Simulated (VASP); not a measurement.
# Ge (R-3) in VASP: a series of runs, part 2 of 2

VASP 6.6.1. Earlier steps stand in the parts before.

### 4 Single point, LDA

This run uses another cell than the first one, of 16.70 Å³/atom.

INCAR reads:

```
SYSTEM = Ge
PREC     = Accurate       ! precision mode
ENCUT    = 520            ! plane-wave cutoff, eV
EDIFF    = 1E-6           ! SCF threshold, eV
ISMEAR   = 0              ! smearing method
SIGMA    = 0.15           ! smearing width, eV
LREAL    = .False.        ! projectors in reciprocal space
LASPH    = .True.         ! aspherical terms in the spheres
NELM     = 80             ! most SCF steps
ALGO     = Fast           ! electronic algorithm
ISIF     = 2              ! what is computed and relaxed
LWAVE    = .False.        ! write WAVECAR
LCHARG   = .False.        ! write CHGCAR
NBANDS   = 66             ! bands
```

KPOINTS reads:

```
Automatic mesh
0
Gamma
  9 9 9
  0 0 0
```

POSCAR reads:

```
Ge
1.0
    4.7581000000      2.7470903158      1.7037333333
   -4.7581000000      2.7470903158      1.7037333333
    0.0000000000     -5.4941806317      1.7037333333
Ge
8
Direct
    0.7160372200      0.7160372200      0.7160372200
    0.2839627800      0.2839627800      0.2839627800
    0.0289443367      0.7253625347      0.5322921797
    0.5322921797      0.0289443367      0.7253625347
    0.7253625347      0.5322921797      0.0289443367
    0.9710556633      0.2746374653      0.4677078203
    0.4677078203      0.9710556633      0.2746374653
    0.2746374653      0.4677078203      0.9710556633
```

Potentials or basis: VASP PAW LDA potentials, release 64 (Ge_d).

Started as:

```
> cat potpaw_LDA.64/Ge_d/POTCAR > POTCAR
> mpirun -np 1 vasp_std > vasp.out
```

OUTCAR:

```text
SYSTEM = Ge
   PREC = Accurate
   ENCUT = 520
   EDIFF = 1E-6
   ISMEAR = 0
   LREAL = .False.
   LASPH = .True.
   NELM = 80
   ISIF = 2

 ion  position               nearest neighbor table
   1  0.716  0.716  0.716-   2 2.21   3 2.39   4 2.39   5 2.39   2 2.90
   2  0.284  0.284  0.284-   1 2.21   6 2.39   7 2.39   8 2.39   1 2.90
   3  0.029  0.725  0.532-   4 2.27   5 2.27   6 2.35   1 2.39
   4  0.532  0.029  0.725-   3 2.27   5 2.27   7 2.35   1 2.39
   5  0.725  0.532  0.029-   4 2.27   3 2.27   8 2.35   1 2.39
   6  0.971  0.275  0.468-   7 2.27   8 2.27   3 2.35   2 2.39
   7  0.468  0.971  0.275-   6 2.27   8 2.27   4 2.35   2 2.39
   8  0.275  0.468  0.971-   7 2.27   6 2.27   5 2.35   2 2.39

  LATTYP: Found a trigonal (rhomboedric) cell.
 ALAT       =     5.7522802508
 COS(alpha) =    -0.3684125635

  Lattice vectors:

 A1 = (   4.7581000000,   2.7470903158,   1.7037333333)
 A2 = (  -4.7581000000,   2.7470903158,   1.7037333333)
 A3 = (   0.0000000000,  -5.4941806317,   1.7037333333)

Analysis of symmetry for initial positions (statically):
=====================================================================
 Subroutine PRICEL returns:
[... 194 lines left out ...]
      1     -17.4944      2.00000
      2     -17.4388      2.00000
      3     -17.4388      2.00000
      4     -17.4021      2.00000
      5     -17.4021      2.00000
      6     -17.3719      2.00000
[... 1645 lines left out ...]
     65      13.2048      0.00000
     66      13.6020      0.00000

 [... further k-points ...]

------------------------ aborting loop because EDIFF is reached ----------------------------------------

  FORCE on cell =-STRESS in cart. coord.  units (eV):
  Direction    XX          YY          ZZ          XY          YZ          ZX
  --------------------------------------------------------------------------------------
  -------------------------------------------------------------------------------------
  Total       12.1879563     12.1879563     32.8670070     -0.0000000     -0.0000000     -0.0000000
  in kB      146.1443730    146.1443730    394.1044751     -0.0000001     -0.0000000     -0.0000000
  external PRESSURE =     228.7977403 kB  Pullay stress =       0.0000000 kB

 VOLUME and BASIS-vectors are now :
 -----------------------------------------------------------------------------
  energy-cutoff  :      520.00
  volume of cell :      133.62
      direct lattice vectors                 reciprocal lattice vectors
     4.758100000  2.747090316  1.703733333     0.105083962  0.060670254  0.195648771
    -4.758100000  2.747090316  1.703733333    -0.105083962  0.060670254  0.195648771
     0.000000000 -5.494180632  1.703733333     0.000000000 -0.121340508  0.195648771

 POSITION                                       TOTAL-FORCE (eV/Angst)
 -----------------------------------------------------------------------------------
      0.00000     -0.00000      3.65981         0.000000     -0.000000      2.644086
      0.00000     -0.00000      1.45139         0.000000      0.000000     -2.644086
     -3.31363     -0.85236      2.19202        -0.529539     -1.062679      0.408450
      2.39498     -2.44351      2.19202         1.185077      0.072745      0.408450
      0.91865      3.29587      2.19202        -0.655537      0.989934      0.408450
      3.31363      0.85236      2.91918         0.529539      1.062679     -0.408450
     -2.39498      2.44351      2.91918        -1.185077     -0.072745     -0.408450
     -0.91865     -3.29587      2.91918         0.655537     -0.989934     -0.408450
 -----------------------------------------------------------------------------------
    total drift:                                0.000000      0.000000     -0.000000

  FREE ENERGIE OF THE ION-ELECTRON SYSTEM (eV)
  ---------------------------------------------------
  free  energy   TOTEN  =       -38.3986782947 eV

  energy  without entropy=      -38.3891128621  energy(sigma->0) =      -38.39389558
```

Wall time 39 min (1 thread of Oxide Virtual Turin-like, shared host); peak memory 0.71 GiB.

Results:

- Free energy: -38.3987 eV
- Pressure: 22.9 GPa
- Largest force: 2.644 eV/Å
- Band gap on the k mesh: zero (bands 56 and 57 overlap by 0.29 eV)

Forces in eV/Å, atoms in the order of the input:
```
Ge   0.000  0.000  2.644
Ge   0.000  0.000 -2.644
Ge  -0.530 -1.063  0.408
Ge   1.185  0.073  0.408
Ge  -0.656  0.990  0.408
Ge   0.530  1.063 -0.408
Ge  -1.185 -0.073 -0.408
Ge   0.656 -0.990 -0.408
```

Stress tensor (GPa, compression positive):
```
14.61  0.00  0.00
 0.00 14.61  0.00
 0.00  0.00 39.41
```

Levels at points of the mesh, in eV from the Fermi level:
| k point | band 52 | band 53 | band 54 | band 55 | band 56 | band 57 | band 58 | band 59 | band 60 | band 61 |
| --- | --- | --- | --- | --- | --- | --- | --- | --- | --- | --- |
| (0.00, 0.00, 0.00) | -4.48 | -4.48 | -1.23 | -1.23 | -0.90 | 2.14 | 2.45 | 2.45 | 4.21 | 5.09 |

Caveat: the cell stands under pressure; semilocal functionals underestimate gaps, so a narrow gap can read as zero; forces of over 1 eV/Å act on the atoms, so gaps and moduli don't describe the material at rest.

### 5 Overview

| cell | further INCAR settings | gap on the mesh (eV) | pressure (GPa) | largest force (eV/Å) |
| --- | --- | --- | --- | --- |
| a = 5.899 Å, angles 108.3°, 8 atoms | ALGO = Fast; EDIFF = 1e-07; NBANDS = 66 | none | -1.1 | 0.71 |
| a = 5.952 Å, angles 108.5°, 8 atoms | ALGO = Fast; EDIFF = 1e-07; NBANDS = 66 | none | -2.6 | 0.66 |
| a = 5.752 Å, angles 111.6°, 8 atoms | ALGO = Fast; EDIFF = 1e-06; NBANDS = 66 | none | 22.9 | 2.64 |

Alike in all rows: task single point; level LDA; potentials or basis VASP PAW LDA potentials, release 64 (Ge_d); no spin polarisation; k mesh 9 × 9 × 9; cutoff (eV) 520; smearing gaussian 0.15 eV.

Caveats: semilocal functionals underestimate gaps, so a narrow gap can read as zero; the cell stands under pressure (at least some runs); forces of over 1 eV/Å act on the atoms, so gaps and moduli don't describe the material at rest (at least some runs).

Total energies depend on the potentials used, so only differences within one code and one set of settings carry meaning.
